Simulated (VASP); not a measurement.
# Nb (Im-3m) in VASP: a series of runs

Nb is run at these levels: PBEsol; tasks: single point.

All numbers are computed with VASP 6.6.1; they aren't measurements. Logs are shortened: lines on timing, memory, paths and dates and some standing lists are left out, and cuts for length are marked.

### 1 The cell of the first run

It takes space group Im-3m (No. 229, cubic). Conventional cell: a = 3.312 Å, b = 3.312 Å, c = 3.312 Å, α = 90.00°, β = 90.00°, γ = 90.00°. Nb (site symmetry m-3m) has 14 Nb at 2.87 to 3.31 Å within 3.8 Å.

### 2 Single point, PBEsol, collinear spin (18.16 Å³/atom)

Contents of INCAR:

```
SYSTEM = Nb
ALGO = Normal
EDIFF = 1E-7
ENCUT = 520
GGA = PS
ISIF = 2
ISMEAR = -1
ISPIN = 2
LASPH = .True.
LCHARG = .False.
LMAXMIX = 4
LORBIT = 11
LREAL = .False.
LWAVE = .False.
MAGMOM = 1
NBANDS = 16
NELM = 150
PREC = Accurate
SIGMA = 0.05
```

Contents of KPOINTS:

```
k-points
0
Gamma
  22 22 22
  0 0 0
```

Contents of POSCAR:

```
Nb
1.0
   -1.6559265425      1.6559265425      1.6559265425
    1.6559265425     -1.6559265425      1.6559265425
    1.6559265425      1.6559265425     -1.6559265425
Nb
1
Direct
    0.0000000000      0.0000000000      0.0000000000
```

Potentials or basis: VASP PAW PBE potentials, release 64 (Nb_sv).

Command:

```sh
$ cat potpaw_PBE.64/Nb_sv/POTCAR > POTCAR
$ mpirun -np 1 vasp_std > vasp.out
```

OUTCAR:

```text
SYSTEM = Nb
   EDIFF = 1E-7
   ENCUT = 520
   GGA = PS
   ISIF = 2
   ISMEAR = -1
   ISPIN = 2
   LASPH = .True.
   LORBIT = 11
   LREAL = .False.
   NELM = 150
   PREC = Accurate

 ion  position               nearest neighbor table
   1  0.000  0.000  0.000-

  LATTYP: Found a body centered cubic cell.
 ALAT       =     3.3118530850

  Lattice vectors:

 A1 = (  -1.6559265425,   1.6559265425,   1.6559265425)
 A2 = (   1.6559265425,  -1.6559265425,   1.6559265425)
 A3 = (   1.6559265425,   1.6559265425,  -1.6559265425)

Analysis of symmetry for initial positions (statically):
=====================================================================
 Subroutine PRICEL returns:
 Original cell was already a primitive cell.

 Routine SETGRP: Setting up the symmetry group for a
 body centered cubic supercell.

 Subroutine GETGRP returns: Found 48 space group operations
 (whereof 48 operations were pure point group operations)
 out of a pool of 48 trial point group operations.

The static configuration has the point symmetry O_h .

Analysis of symmetry for dynamics (positions and initial velocities):
=====================================================================
 Subroutine PRICEL returns:
 Original cell was already a primitive cell.

 Routine SETGRP: Setting up the symmetry group for a
 body centered cubic supercell.

 Subroutine GETGRP returns: Found 48 space group operations
 (whereof 48 operations were pure point group operations)
 out of a pool of 48 trial point group operations.

The dynamic configuration has the point symmetry O_h .

Analysis of structural, dynamic, and magnetic symmetry:
=====================================================================
 Subroutine PRICEL returns:
 Original cell was already a primitive cell.

 Routine SETGRP: Setting up the symmetry group for a
 body centered cubic supercell.

 Subroutine GETGRP returns: Found 48 space group operations
 (whereof 48 operations were pure point group operations)
 out of a pool of 48 trial point group operations.

The overall configuration has the point symmetry O_h .

 Subroutine INISYM returns: Found 48 space group operations
 (whereof 48 operations are pure point group operations),
 and found     1 'primitive' translations

----------------------------------------------------------------------------------------

                                     Primitive cell

  volume of cell :      18.1628

  direct lattice vectors                    reciprocal lattice vectors
    -1.655926543  1.655926543  1.655926543     0.000000000  0.301945761  0.301945761
     1.655926543 -1.655926543  1.655926543     0.301945761  0.000000000  0.301945761
     1.655926543  1.655926543 -1.655926543     0.301945761  0.301945761  0.000000000

  length of vectors
     2.868148905  2.868148905  2.868148905     0.427015790  0.427015790  0.427015790

  position of ions in fractional coordinates (direct lattice)
     0.000000000  0.000000000  0.000000000

  ion indices of the primitive-cell ions
   primitive index   ion index
                 1           1

----------------------------------------------------------------------------------------

 KPOINTS: k-points

Automatic generation of k-mesh.
 Grid dimensions read from file:
 generate k-points for:   22   22   22

 Generating k-lattice:

  Cartesian coordinates                     Fractional coordinates (reciprocal lattice)
     0.000000000  0.013724807  0.013724807     0.045454545  0.000000000  0.000000000
     0.013724807  0.000000000  0.013724807     0.000000000  0.045454545  0.000000000
     0.013724807  0.013724807  0.000000000     0.000000000  0.000000000  0.045454545

  Length of vectors
     0.019409809  0.019409809  0.019409809

  Shift w.r.t. Gamma in fractional coordinates (k-lattice)
     0.000000000  0.000000000  0.000000000

 Subroutine IBZKPT returns following result:
 ===========================================

 Found    328 irreducible k-points:

 Following reciprocal coordinates:
            Coordinates               Weight
  0.000000  0.000000  0.000000      1.000000
  0.045455  0.000000  0.000000     12.000000
  0.090909  0.000000  0.000000     12.000000
  0.136364  0.000000  0.000000     12.000000
  0.181818  0.000000  0.000000     12.000000
  0.227273  0.000000  0.000000     12.000000
[... 16 lines left out ...]
  0.090909  0.090909  0.000000     24.000000
  0.136364  0.090909  0.000000     48.000000
 [... further k-points ...]
   k-points           NKPTS =    328   k-points in BZ     NKDIM =    328   number of bands    NBANDS=     16
   number of dos      NEDOS =    301   number of ions     NIONS =      1
   total plane-waves  NPLWV =  13824
   dimension x,y,z NGX =    24 NGY =   24 NGZ =   24
   dimension x,y,z NGXF=    48 NGYF=   48 NGZF=   48
   ions per type =               1
   NGX,Y,Z   is equivalent  to a cutoff of  13.91, 13.91, 13.91 a.u.
   NGXF,Y,Z  is equivalent  to a cutoff of  27.82, 27.82, 27.82 a.u.
 SYSTEM =  Nb
   PREC   = accura    normal or accurate (medium, high low for compatibility)
   ISTART =      0    job   : 0-new  1-cont  2-samecut
   ICHARG =      2    charge: 1-file 2-atom 10-const
   ISPIN  =      2    spin polarized calculation?
   LNONCOLLINEAR =      F non collinear calculations
   LSORBIT =      F    spin-orbit coupling
   LASPH  =      T    aspherical Exc in radial PAW
   ENCUT  =  520.0 eV  38.22 Ry    6.18 a.u.   5.33  5.33  5.33*2*pi/ulx,y,z
   NELM   =    150;   NELMIN=  2; NELMDL= -5     # of ELM steps
   EDIFF  = 0.1E-06   stopping-criterion for ELM
   LREAL  =      F    real-space projection
   EDIFFG = 0.1E-05   stopping-criterion for IOM
   NSW    =      0    number of steps for IOM
   IBRION =     -1    ionic relax: 0-MD 1-quasi-New 2-CG
   NFREE  =      0    steps in history (QN), initial steepest desc. (CG)
   ISIF   =      2    stress and relaxation
   ISYM   =      2    0-nonsym 1-usesym 2-fastsym
   POTIM  = 0.5000    time-step for ionic-motion
   TEBEG  =    0.0;   TEEND  =   0.0 temperature during run
   PSTRESS=    0.0 pullay stress
   NELECT =      13.0000    total number of electrons
   NUPDOWN=      -1.0000    fix difference up-down
   EMIN   =  10.00;   EMAX   =-10.00  energy-range for DOS
   EFERMI =   0.00;   METHOD = LEGACY
   ISMEAR =    -1;   SIGMA  =   0.05  broadening in eV -4-tet -1-fermi 0-gaus
   EFERMI_NEDOS =   21; number of points for ismear=-14 and -15
   IALGO  =     38    algorithm
   IMIX   =      4    mixing-type and parameters
     AMIX     =   0.40;   BMIX     =  1.00
     AMIX_MAG =   1.60;   BMIX_MAG =  1.00
  volume/ion in A,a.u.               =      18.16       122.57
  Fermi-wavevector in a.u.,A,eV,Ry     =   1.464406  2.767326 29.177496  2.144485
  Thomas-Fermi vector in A             =   2.580386
   LORBIT       =     11    0 simple, 1 ext, 2 COOP (PROOUT), +10 PAW based schemes
   GGA     = PS    functional components
   LHFCALC =     F    Hartree Fock is set to
   AEXX    =    0.0000 exact exchange contribution
   IVDW    =     0    specifies the selected vdW correction
   LEPSILON=     F    determine dielectric tensor
   LRPA    =     F    only Hartree local field effects (RPA)
 spin polarized calculation
  energy-cutoff  :      520.00
  volume of cell :       18.16
 maximum number of plane-waves:       498
 NGX is ok and might be reduce to    24
   NGX = 11   NGY = 11   NGZ = 11

 number of electron      13.0000000 magnetization      -0.0130381

 number of electron      13.0000000 magnetization       0.0000050

 Free energy of the ion-electron system (eV)
  ---------------------------------------------------
  ext. energy  EPLUGINS =         0.00000000
  ---------------------------------------------------
  free energy    TOTEN  =       -10.94548211 eV

  energy without entropy =      -10.93277276  energy(sigma->0) =      -10.93912744

 E-fermi :  10.9136     XC(G=0): -12.5863

 val. band max:       10.9069183991   @ k =   0.0909   0.0455   0.0455
 cond. band min:      10.9180262565   @ k =   0.3182   0.1818   0.1364
 fundamental gap:      0.0111078574
 Fermi energy:        10.9136326400

 spin component 1

 k-point     1 :       0.0000    0.0000    0.0000
  band No.  band energies     occupation
      1     -43.3533      1.00000
      2     -18.6863      1.00000
      3     -18.6863      1.00000
      4     -18.6863      1.00000
      5       4.9706      1.00000
      6      11.2958      0.00048
[... 8 lines left out ...]
     15      35.8612      0.00000
     16      38.7107      0.00000
[... 419 lines left out ...]
 k-point    24 :       0.1364    0.0909    0.0000
  band No.  band energies     occupation
      1     -43.2730      1.00000
      2     -19.1563      1.00000
      3     -18.8086      1.00000
      4     -18.7236      1.00000
      5       6.3934      1.00000
      6      10.5912      0.99842
[... 8 lines left out ...]
     15      33.9499      0.00000
     16      35.0922      0.00000

 [... further k-points ...]

 spin component 2

 k-point     1 :       0.0000    0.0000    0.0000
  band No.  band energies     occupation
      1     -43.3533      1.00000
      2     -18.6864      1.00000
      3     -18.6864      1.00000
      4     -18.6864      1.00000
      5       4.9705      1.00000
      6      11.2958      0.00048
[... 8 lines left out ...]
     15      35.8612      0.00000
     16      38.7106      0.00000
[... 419 lines left out ...]
 k-point    24 :       0.1364    0.0909    0.0000
  band No.  band energies     occupation
      1     -43.2730      1.00000
      2     -19.1563      1.00000
      3     -18.8086      1.00000
      4     -18.7236      1.00000
      5       6.3933      1.00000
      6      10.5912      0.99842
[... 8 lines left out ...]
     15      33.9499      0.00000
     16      35.0922      0.00000

 [... further k-points ...]

------------------------ aborting loop because EDIFF is reached ----------------------------------------

  FORCE on cell =-STRESS in cart. coord.  units (eV):
  Direction    XX          YY          ZZ          XY          YZ          ZX
  --------------------------------------------------------------------------------------
  -------------------------------------------------------------------------------------
  Total       -0.7290163     -0.7290163     -0.7290163      0.0000000      0.0000000      0.0000000
  in kB      -64.3079438    -64.3079438    -64.3079438      0.0000000      0.0000000      0.0000000
  external PRESSURE =     -64.3079438 kB  Pullay stress =       0.0000000 kB

 VOLUME and BASIS-vectors are now :
 -----------------------------------------------------------------------------
  energy-cutoff  :      520.00
  volume of cell :       18.16
      direct lattice vectors                 reciprocal lattice vectors
    -1.655926543  1.655926543  1.655926543     0.000000000  0.301945761  0.301945761
     1.655926543 -1.655926543  1.655926543     0.301945761  0.000000000  0.301945761
     1.655926543  1.655926543 -1.655926543     0.301945761  0.301945761  0.000000000

 POSITION                                       TOTAL-FORCE (eV/Angst)
 -----------------------------------------------------------------------------------
      0.00000      0.00000      0.00000         0.000000     -0.000000      0.000000
 -----------------------------------------------------------------------------------
    total drift:                                0.000000      0.000000      0.000000

  FREE ENERGIE OF THE ION-ELECTRON SYSTEM (eV)
  ---------------------------------------------------
  free  energy   TOTEN  =       -10.9454821077 eV

  energy  without entropy=      -10.9327727643  energy(sigma->0) =      -10.93912744

 total charge

# of ion       s       p       d       tot
------------------------------------------
    1        2.221   5.995   2.490  10.706

 magnetization (x)

# of ion       s       p       d       tot
------------------------------------------
    1       -0.000   0.000   0.000  -0.000
```

It took 75 s on 1 thread of Intel Xeon Platinum 8559C (Emerald Rapids), shared host; peak memory 0.25 GiB.

Results:

```
Free energy                                           : -10.9455 eV
Pressure                                              : -6.4 GPa
Net moment                                            : 0.00 μB per cell
Valence electrons inside the program's atomic spheres : Nb 10.71
```

Levels at points of the mesh, in eV from the Fermi level:
Spin up:
```tsv
k point	band 4	band 5	band 6	band 7	band 8	band 9
(0.00, 0.00, 0.00)	-29.60	-5.94	0.38	0.38	0.38	3.26
(0.50, 0.00, 0.00)	-29.61	-3.69	-1.63	2.25	3.29	3.97
(0.50, 0.50, 0.50)	-30.51	-3.67	-3.67	5.59	5.59	5.59
```
Spin down:
| k point | band 3 | band 4 | band 5 | band 6 | band 7 | band 8 | band 9 | band 10 |
| --- | --- | --- | --- | --- | --- | --- | --- | --- |
| (0.00, 0.00, 0.00) | -29.60 | -29.60 | -5.94 | 0.38 | 0.38 | 0.38 | 3.26 | 3.26 |
| (0.50, 0.00, 0.00) | -30.02 | -29.61 | -3.69 | -1.63 | 2.25 | 3.29 | 3.97 | 6.36 |
| (0.50, 0.50, 0.50) | -30.51 | -30.51 | -3.67 | -3.67 | 5.59 | 5.59 | 5.59 | 8.99 |

Caveat: the cell stands under tension; the PAW data sets were made with another functional, which shifts forces and pressure a little.

### 3 Single point, PBEsol, collinear spin (18.86 Å³/atom)

This run uses another cell than the first one, of 18.86 Å³/atom.

Contents of INCAR:

```
ALGO     = Normal         # electronic algorithm
EDIFF    = 1E-7           # SCF threshold, eV
ENCUT    = 520            # plane-wave cutoff, eV
GGA      = PS             # functional
ISIF     = 2              # what is computed and relaxed
ISMEAR   = -1             # smearing method
ISPIN    = 2              # spin polarisation
LASPH    = T              # aspherical terms in the spheres
LCHARG   = T              # write CHGCAR
LELF     = T              # ELF
LMAXMIX  = 4              # l up to which the mixer works
LORBIT   = 11             # projections on sites
LREAL    = F              # projectors in reciprocal space
LVHAR    = T            
LWAVE    = F              # write WAVECAR
MAGMOM   = 1              # initial moments
NBANDS   = 16             # bands
NELM     = 150            # most SCF steps
PREC     = Accurate       # precision mode
SIGMA    = 0.05           # smearing width, eV
```

Contents of KPOINTS:

```
k-points
0
Gamma
  22 22 22
```

Contents of POSCAR:

```
Nb
1.0
   -1.6768898634      1.6768898634      1.6768898634
    1.6768898634     -1.6768898634      1.6768898634
    1.6768898634      1.6768898634     -1.6768898634
Nb
1
Direct
    0.0000000000      0.0000000000      0.0000000000
```

Potentials or basis: VASP PAW PBE potentials, release 64 (Nb_sv).

Command:

```sh
$ cat potpaw_PBE.64/Nb_sv/POTCAR > POTCAR
$ mpirun -np 1 vasp_std > vasp.out
```

It took 85 s on 1 thread of Intel Xeon Platinum 8559C (Emerald Rapids), shared host; peak memory 0.26 GiB.

Results (log left out):

```yaml
Free_energy: -10.9055 eV
Pressure: -12.0 GPa
Net_moment: 0.00 μB per cell
Valence_electrons_inside_the_program's_atomic_spheres: Nb 10.65
```

Levels at points of the mesh, in eV from the Fermi level:
Spin up:
```csv
k point,band 2,band 3,band 4,band 5,band 6,band 7,band 8,band 9,band 10,band 11
"(0.00, 0.00, 0.00)",-29.73,-29.73,-29.73,-5.87,0.39,0.39,0.39,3.15,3.15,14.09
"(0.50, 0.00, 0.00)",-30.92,-30.11,-29.74,-3.54,-1.52,2.08,3.15,3.80,6.05,11.35
"(0.50, 0.50, 0.50)",-30.55,-30.55,-30.55,-3.47,-3.47,5.34,5.34,5.34,8.67,8.67
```
Spin down:
```csv
k point,band 2,band 3,band 4,band 5,band 6,band 7,band 8,band 9,band 10,band 11
"(0.00, 0.00, 0.00)",-29.73,-29.73,-29.73,-5.87,0.39,0.39,0.39,3.14,3.14,14.09
"(0.50, 0.00, 0.00)",-30.92,-30.11,-29.74,-3.54,-1.52,2.08,3.15,3.80,6.05,11.35
"(0.50, 0.50, 0.50)",-30.55,-30.55,-30.55,-3.47,-3.47,5.34,5.34,5.34,8.67,8.67
```

Caveat: the cell stands under tension; the PAW data sets were made with another functional, which shifts forces and pressure a little.

### 4 Single point, PBEsol, collinear spin (19.56 Å³/atom)

This run uses another cell than the first one, of 19.56 Å³/atom.

Contents of INCAR:

```
SYSTEM = Nb
PREC = Accurate
ENCUT = 520
EDIFF = 1E-7
ISMEAR = -1
SIGMA = 0.05
LREAL = .False.
LASPH = .True.
NELM = 150
ALGO = Normal
ISIF = 2
LWAVE = .False.
LCHARG = .False.
ISPIN = 2
MAGMOM = 1
LORBIT = 11
LMAXMIX = 4
GGA = PS
NBANDS = 16
```

Contents of KPOINTS:

```
Automatic mesh
0
Gamma
  22 22 22
  0 0 0
```

Contents of POSCAR:

```
Nb
1.0
   -1.6973417555      1.6973417555      1.6973417555
    1.6973417555     -1.6973417555      1.6973417555
    1.6973417555      1.6973417555     -1.6973417555
Nb
1
Direct
    0.0000000000      0.0000000000      0.0000000000
```

Command:

```sh
$ cat potpaw_PBE.64/Nb_sv/POTCAR > POTCAR
$ mpirun -np 1 vasp_std > vasp.out
```

It took 84 s on 1 thread of Intel Xeon Platinum 8559C (Emerald Rapids), shared host; peak memory 0.26 GiB.

Results (log left out):

```yaml
Free_energy: -10.8432 eV
Pressure: -16.6 GPa
Net_moment: 0.00 μB per cell
Valence_electrons_inside_the_program's_atomic_spheres: Nb 10.60
```

Levels at points of the mesh, in eV from the Fermi level:
Spin up:
| k point | band 3 | band 4 | band 5 | band 6 | band 7 | band 8 | band 9 | band 10 | band 11 | band 12 |
| --- | --- | --- | --- | --- | --- | --- | --- | --- | --- | --- |
| (0.00, 0.00, 0.00) | -29.86 | -29.86 | -5.80 | 0.39 | 0.39 | 0.39 | 3.03 | 3.03 | 13.98 | 13.98 |
| (0.50, 0.00, 0.00) | -30.20 | -29.87 | -3.41 | -1.43 | 1.92 | 3.02 | 3.63 | 5.77 | 10.82 | 11.35 |
| (0.50, 0.50, 0.50) | -30.59 | -30.59 | -3.28 | -3.28 | 5.09 | 5.09 | 5.09 | 8.38 | 8.38 | 8.38 |
Spin down:
| k point | band 3 | band 4 | band 5 | band 6 | band 7 | band 8 | band 9 | band 10 | band 11 | band 12 |
| --- | --- | --- | --- | --- | --- | --- | --- | --- | --- | --- |
| (0.00, 0.00, 0.00) | -29.86 | -29.86 | -5.80 | 0.39 | 0.39 | 0.39 | 3.03 | 3.03 | 13.98 | 13.98 |
| (0.50, 0.00, 0.00) | -30.20 | -29.87 | -3.41 | -1.43 | 1.92 | 3.02 | 3.63 | 5.77 | 10.82 | 11.35 |
| (0.50, 0.50, 0.50) | -30.59 | -30.59 | -3.28 | -3.28 | 5.09 | 5.09 | 5.09 | 8.38 | 8.38 | 8.38 |

Caveat: the cell stands under tension; the PAW data sets were made with another functional, which shifts forces and pressure a little.

### 5 Summary

| cell | gap on the mesh (eV) | pressure (GPa) | moment (μB) |
| --- | --- | --- | --- |
| a = 2.868 Å, angles 109.5°, 1 atom | none | -6.4 | 0.00 |
| a = 2.904 Å, angles 109.5°, 1 atom | none | -12.0 | 0.00 |
| a = 2.940 Å, angles 109.5°, 1 atom | none | -16.6 | 0.00 |

Alike in all rows: task single point; level PBEsol; potentials or basis VASP PAW PBE potentials, release 64 (Nb_sv); spin collinear; k mesh 22 × 22 × 22; cutoff (eV) 520; smearing fermi-dirac 0.05 eV.

Caveats: the cell stands under tension; the PAW data sets were made with another functional, which shifts forces and pressure a little.

Absolute energies hang on the potentials; compare differences alone.
